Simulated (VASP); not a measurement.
# TiO2 (P4_2/mnm) in VASP: a series of runs, part 2 of 2

VASP 6.6.1. The steps go on from the part before.

**3. Single point, LDA (9.53 Å³/atom)**

The input, INCAR:

```
SYSTEM = TiO2
  ALGO = Normal
  EDIFF = 1E-6
  ENCUT = 520
  ISIF = 2
  ISMEAR = 0
  LASPH = .True.
  LCHARG = .False.
  LREAL = .False.
  LWAVE = .False.
  NBANDS = 33
  NELM = 60
  PREC = Accurate
  SIGMA = 0.05
```

The input, KPOINTS:

```
k-points
0
Gamma
  8 8 10
  0 0 0
```

The input, POSCAR:

```
TiO2
1.0
    4.4667691521      0.0000000000      0.0000000000
    0.0000000000      4.4667691521      0.0000000000
    0.0000000000      0.0000000000      2.8646713930
Ti O
2 4
Direct
    0.0000000000      0.0000000000      0.0000000000
    0.5000000000      0.5000000000      0.5000000000
    0.3039457556      0.3039457556      0.0000000000
    0.1960542444      0.8039457556      0.5000000000
    0.6960542444      0.6960542444      0.0000000000
    0.8039457556      0.1960542444      0.5000000000
```

Potentials or basis: VASP PAW LDA potentials, release 64 (Ti_sv, O).

The run is started by

```
> cat potpaw_LDA.64/Ti_sv/POTCAR potpaw_LDA.64/O/POTCAR > POTCAR
> mpirun -np 1 vasp_std > vasp.out
```

OUTCAR:

```text
SYSTEM = TiO2
   EDIFF = 1E-6
   ENCUT = 520
   ISIF = 2
   ISMEAR = 0
   LASPH = .True.
   LREAL = .False.
   NELM = 60
   PREC = Accurate

 ion  position               nearest neighbor table
   1  0.000  0.000  0.000-   4 1.89   6 1.89   4 1.89   6 1.89   5 1.92   3 1.92
   2  0.500  0.500  0.500-   3 1.89   5 1.89   3 1.89   5 1.89   4 1.92   6 1.92
   3  0.304  0.304  0.000-   2 1.89   2 1.89   1 1.92
   4  0.196  0.804  0.500-   1 1.89   1 1.89   2 1.92
   5  0.696  0.696  0.000-   2 1.89   2 1.89   1 1.92
   6  0.804  0.196  0.500-   1 1.89   1 1.89   2 1.92

  LATTYP: Found a simple tetragonal cell.
 ALAT       =     4.4667691521
 C/A-ratio  =     0.6413296267

  Lattice vectors:

 A1 = (   4.4667691521,   0.0000000000,   0.0000000000)
 A2 = (   0.0000000000,   4.4667691521,   0.0000000000)
 A3 = (   0.0000000000,   0.0000000000,   2.8646713930)

Analysis of symmetry for initial positions (statically):
=====================================================================
 Subroutine PRICEL returns:
 Original cell was already a primitive cell.

 Routine SETGRP: Setting up the symmetry group for a
 simple tetragonal supercell.

 Subroutine GETGRP returns: Found 16 space group operations
 (whereof  8 operations were pure point group operations)
 out of a pool of 16 trial point group operations.

The static configuration has the point symmetry D_2h.
 The point group associated with its full space group is D_4h.

Analysis of symmetry for dynamics (positions and initial velocities):
=====================================================================
 Subroutine PRICEL returns:
 Original cell was already a primitive cell.

 Routine SETGRP: Setting up the symmetry group for a
 simple tetragonal supercell.

 Subroutine GETGRP returns: Found 16 space group operations
 (whereof  8 operations were pure point group operations)
 out of a pool of 16 trial point group operations.

The dynamic configuration has the point symmetry D_2h.
[... 131 lines left out ...]
  Thomas-Fermi vector in A             =   2.650053
   LORBIT       =      0    0 simple, 1 ext, 2 COOP (PROOUT), +10 PAW based schemes
   GGA     = CA    functional components
   LHFCALC =     F    Hartree Fock is set to
   AEXX    =    0.0000 exact exchange contribution
   IVDW    =     0    specifies the selected vdW correction
   LEPSILON=     F    determine dielectric tensor
   LRPA    =     F    only Hartree local field effects (RPA)
 non-spin polarized calculation
 Gauss-broadening in eV      SIGMA  =   0.05
  energy-cutoff  :      520.00
  volume of cell :       57.16
 maximum number of plane-waves:      1558
 NGX is ok and might be reduce to    36
   NGX = 17   NGY = 17   NGZ = 11

 number of electron      47.9999987 magnetization

 Free energy of the ion-electron system (eV)
  ---------------------------------------------------
  ext. energy  EPLUGINS =         0.00000000
  ---------------------------------------------------
  free energy    TOTEN  =       -58.59213241 eV

  energy without entropy =      -58.59213241  energy(sigma->0) =      -58.59213241

 E-fermi :   5.7648     XC(G=0): -12.4628

 val. band max:        5.5141762419   @ k =   0.0000   0.0000   0.0000
 cond. band min:       7.4689630906   @ k =   0.0000   0.0000   0.0000
 fundamental gap:      1.9547868487
 Fermi energy:         5.7648460102

 k-point     1 :       0.0000    0.0000    0.0000
  band No.  band energies     occupation
      1     -50.3794      2.00000
      2     -50.3498      2.00000
      3     -27.1957      2.00000
      4     -27.1957      2.00000
      5     -26.9481      2.00000
      6     -26.9481      2.00000
[... 853 lines left out ...]
     32      12.1456      0.00000
     33      12.6166      0.00000

 [... further k-points ...]

------------------------ aborting loop because EDIFF is reached ----------------------------------------

  FORCE on cell =-STRESS in cart. coord.  units (eV):
  Direction    XX          YY          ZZ          XY          YZ          ZX
  --------------------------------------------------------------------------------------
  -------------------------------------------------------------------------------------
  Total        5.7145120      5.7145120      7.3774170      0.0000000      0.0000000      0.0000000
  in kB      160.1872348    160.1872348    206.8012153      0.0000000      0.0000000      0.0000000
  external PRESSURE =     175.7252283 kB  Pullay stress =       0.0000000 kB

 VOLUME and BASIS-vectors are now :
 -----------------------------------------------------------------------------
  energy-cutoff  :      520.00
  volume of cell :       57.16
      direct lattice vectors                 reciprocal lattice vectors
     4.466769152  0.000000000  0.000000000     0.223875460  0.000000000  0.000000000
     0.000000000  4.466769152  0.000000000     0.000000000  0.223875460  0.000000000
     0.000000000  0.000000000  2.864671393     0.000000000  0.000000000  0.349080178

 POSITION                                       TOTAL-FORCE (eV/Angst)
 -----------------------------------------------------------------------------------
      0.00000      0.00000      0.00000         0.000000      0.000000      0.000000
      2.23338      2.23338      1.43234         0.000000      0.000000      0.000000
      1.35766      1.35766      0.00000        -0.233394     -0.233394      0.000000
      0.87573      3.59104      1.43234         0.233394     -0.233394      0.000000
      3.10911      3.10911      0.00000         0.233394      0.233394      0.000000
      3.59104      0.87573      1.43234        -0.233394      0.233394      0.000000
 -----------------------------------------------------------------------------------
    total drift:                                0.000000      0.000000      0.000000

  FREE ENERGIE OF THE ION-ELECTRON SYSTEM (eV)
  ---------------------------------------------------
  free  energy   TOTEN  =       -58.5921324052 eV

  energy  without entropy=      -58.5921324052  energy(sigma->0) =      -58.59213241
```

stdout:

```text
POSCAR found type information on POSCAR TiO
 POSCAR found :  2 types and       6 ions
 scaLAPACK will be used
 LDA part: xc-table for (Slater(with rela. corr.)+CA(PZ))
 , standard interpolation
 POSCAR, INCAR and KPOINTS ok, starting setup
 FFT: planning ... GRIDC
 FFT: planning ... GRID_SOFT
 FFT: planning ... GRID
 WAVECAR not read
 entering main loop
```

It took 62 s on 1 thread of Intel Xeon 6975P-C (Granite Rapids), shared host; peak memory 0.24 GiB.

What came out:

- Free energy: -58.5921 eV
- Pressure: 17.6 GPa
- Largest force: 0.330 eV/Å
- Band gap on the k mesh: 1.95 eV

Forces on the atoms (eV/Å):
```
Ti   0.000  0.000  0.000
Ti   0.000  0.000  0.000
O   -0.233 -0.233  0.000
O    0.233 -0.233  0.000
O    0.233  0.233  0.000
O   -0.233  0.233  0.000
```

Levels at points of the mesh, in eV from the valence-band top:
```tsv
k point	band 20	band 21	band 22	band 23	band 24	band 25	band 26	band 27	band 28	band 29
(0.00, 0.00, 0.00)	-2.04	-0.68	-0.47	-0.47	0.00	1.95	2.28	2.59	2.72	2.72
(0.50, 0.00, 0.00)	-3.27	-1.73	-1.73	-0.84	-0.84	2.75	2.75	3.36	3.36	3.95
(0.50, 0.50, 0.00)	-2.53	-1.31	-1.31	-1.10	-1.10	2.01	2.01	2.75	2.75	4.28
(0.00, 0.00, 0.50)	-2.91	-2.79	-2.79	-1.50	-1.50	3.28	3.28	3.56	3.56	4.05
(0.50, 0.00, 0.50)	-2.49	-2.27	-2.27	-1.18	-1.18	1.98	1.98	3.59	3.59	4.35
(0.50, 0.50, 0.50)	-2.88	-1.49	-1.49	-0.67	-0.67	2.80	2.80	3.48	3.48	3.62
```

Caveat: the cell stands under pressure.

**4. Single point, LDA (9.53 Å³/atom)**

The input, INCAR:

```
SYSTEM = TiO2
  PREC = Accurate
  ENCUT = 520
  EDIFF = 1E-6
  ISMEAR = 0
  SIGMA = 0.05
  LREAL = .False.
  LASPH = .True.
  NELM = 60
  ALGO = Normal
  ISIF = 2
  LWAVE = .False.
  LCHARG = .False.
  NBANDS = 33
```

The input, KPOINTS:

```
regular mesh
0
Gamma
  8 8 10
  0 0 0
```

POSCAR, as its differences from that of step 3:

```diff
@@ -2,5 +2,5 @@
 1.0
-    4.4667691521      0.0000000000      0.0000000000
-    0.0000000000      4.4667691521      0.0000000000
-    0.0000000000      0.0000000000      2.8646713930
+    4.3486955867      0.0000000000      0.0000000000
+    0.0000000000      4.3486955867      0.0000000000
+    0.0000000000      0.0000000000      3.0223434328
 Ti O
```

Potentials or basis: VASP PAW LDA potentials, release 64 (Ti_sv, O).

The run is started by

```
> cat potpaw_LDA.64/Ti_sv/POTCAR potpaw_LDA.64/O/POTCAR > POTCAR
> mpirun -np 1 vasp_std > vasp.out
```

OUTCAR:

```text
SYSTEM = TiO2
   PREC = Accurate
   ENCUT = 520
   EDIFF = 1E-6
   ISMEAR = 0
   LREAL = .False.
   LASPH = .True.
   NELM = 60
   ISIF = 2

 ion  position               nearest neighbor table
   1  0.000  0.000  0.000-   3 1.87   5 1.87   4 1.93   6 1.93   4 1.93   6 1.93
   2  0.500  0.500  0.500-   4 1.87   6 1.87   5 1.93   3 1.93   3 1.93   5 1.93
   3  0.304  0.304  0.000-   1 1.87   2 1.93   2 1.93
   4  0.196  0.804  0.500-   2 1.87   1 1.93   1 1.93
   5  0.696  0.696  0.000-   1 1.87   2 1.93   2 1.93
   6  0.804  0.196  0.500-   2 1.87   1 1.93   1 1.93
[... 1073 lines left out ...]
  -------------------------------------------------------------------------------------
  Total        7.4979197      7.4979197      0.3720283     -0.0000000      0.0000000      0.0000000
  in kB      210.1791055    210.1791055     10.4285688     -0.0000000      0.0000000      0.0000000
  external PRESSURE =     143.5955933 kB  Pullay stress =       0.0000000 kB

 VOLUME and BASIS-vectors are now :
 -----------------------------------------------------------------------------
  energy-cutoff  :      520.00
  volume of cell :       57.16
      direct lattice vectors                 reciprocal lattice vectors
     4.348695587  0.000000000  0.000000000     0.229954013  0.000000000  0.000000000
     0.000000000  4.348695587  0.000000000     0.000000000  0.229954013  0.000000000
     0.000000000  0.000000000  3.022343433     0.000000000  0.000000000  0.330869083

 POSITION                                       TOTAL-FORCE (eV/Angst)
 -----------------------------------------------------------------------------------
      0.00000      0.00000      0.00000         0.000000      0.000000     -0.000000
      2.17435      2.17435      1.51117         0.000000      0.000000     -0.000000
      1.32177      1.32177      0.00000         0.050514      0.050514     -0.000000
      0.85258      3.49612      1.51117        -0.050514      0.050514     -0.000000
      3.02693      3.02693      0.00000        -0.050514     -0.050514      0.000000
      3.49612      0.85258      1.51117         0.050514     -0.050514      0.000000
 -----------------------------------------------------------------------------------
    total drift:                               -0.000000     -0.000000     -0.000000

  FREE ENERGIE OF THE ION-ELECTRON SYSTEM (eV)
  ---------------------------------------------------
  free  energy   TOTEN  =       -58.4375492864 eV

  energy  without entropy=      -58.4375492864  energy(sigma->0) =      -58.43754929
```

OSZICAR:

```text
N       E                     dE             d eps       ncg     rms          rms(c)
DAV:   1     0.647783161553E+03    0.64778E+03   -0.24210E+04  5948   0.174E+03
DAV:   2     0.199015167799E+02   -0.62788E+03   -0.58080E+03  6356   0.519E+02
DAV:   3    -0.703612548055E+02   -0.90263E+02   -0.88403E+02  8061   0.189E+02
DAV:   4    -0.750531807277E+02   -0.46919E+01   -0.46799E+01  8423   0.404E+01
DAV:   5    -0.752109439673E+02   -0.15776E+00   -0.15774E+00  7956   0.634E+00    0.338E+01
DAV:   6    -0.586535803153E+02    0.16557E+02   -0.69100E+01  7880   0.909E+01    0.104E+01
DAV:   7    -0.586576062781E+02   -0.40260E-02   -0.11521E+01  7591   0.302E+01    0.992E+00
DAV:   8    -0.584504864583E+02    0.20712E+00   -0.58779E-01  7907   0.799E+00    0.527E+00
DAV:   9    -0.584734658852E+02   -0.22979E-01   -0.44342E-01  7860   0.619E+00    0.206E+00
DAV:  10    -0.584405866731E+02    0.32879E-01   -0.12951E-01  7260   0.465E+00    0.602E-01
DAV:  11    -0.584376848267E+02    0.29018E-02   -0.17049E-02  7987   0.882E-01    0.825E-02
DAV:  12    -0.584376558507E+02    0.28976E-04   -0.28644E-04  7323   0.138E-01    0.100E-01
DAV:  13    -0.584375501489E+02    0.10570E-03   -0.34277E-04  7140   0.245E-01    0.192E-02
DAV:  14    -0.584375494519E+02    0.69695E-06   -0.50934E-05  7895   0.506E-02    0.585E-03
DAV:  15    -0.584375492864E+02    0.16557E-06   -0.33190E-06  6244   0.144E-02
   1 F= -.58437549E+02 E0= -.58437549E+02  d E =-.156492E-13
```

stdout:

```text
POSCAR found type information on POSCAR TiO
 POSCAR found :  2 types and       6 ions
 scaLAPACK will be used
 LDA part: xc-table for (Slater(with rela. corr.)+CA(PZ))
 , standard interpolation
 POSCAR, INCAR and KPOINTS ok, starting setup
 FFT: planning ... GRIDC
 FFT: planning ... GRID_SOFT
 FFT: planning ... GRID
 WAVECAR not read
 entering main loop
```

Run time: 51 s. Hardware: 1 thread of Intel Xeon 6975P-C (Granite Rapids), shared host; peak memory 0.24 GiB.

What came out:

```yaml
Free_energy: -58.4375 eV
Pressure: 14.4 GPa
Largest_force: 0.071 eV/Å
Band_gap_on_the_k_mesh: 1.92 eV
```

Forces in eV/Å, atoms in the order of the input:
```
Ti   0.000  0.000  0.000
Ti   0.000  0.000  0.000
O    0.051  0.051  0.000
O   -0.051  0.051  0.000
O   -0.051 -0.051  0.000
O    0.051 -0.051  0.000
```

Caveat: the cell stands under pressure.

**5. Overview**

```tsv
cell	gap on the mesh (eV)	pressure (GPa)	largest force (eV/Å)
a = 4.588, b = 4.588, c = 2.715 Å, 6 atoms	2.07	23.0	0.75
a = 4.467, b = 4.467, c = 2.865 Å, 6 atoms	1.95	17.6	0.33
a = 4.349, b = 4.349, c = 3.022 Å, 6 atoms	1.92	14.4	0.07
```

Alike in all rows: task single point; level LDA; potentials or basis VASP PAW LDA potentials, release 64 (Ti_sv, O); no spin polarisation; k mesh 8 × 8 × 10; cutoff (eV) 520; smearing gaussian 0.05 eV.

Caveats: the cell stands under pressure.

Absolute energies hang on the potentials; compare differences alone.
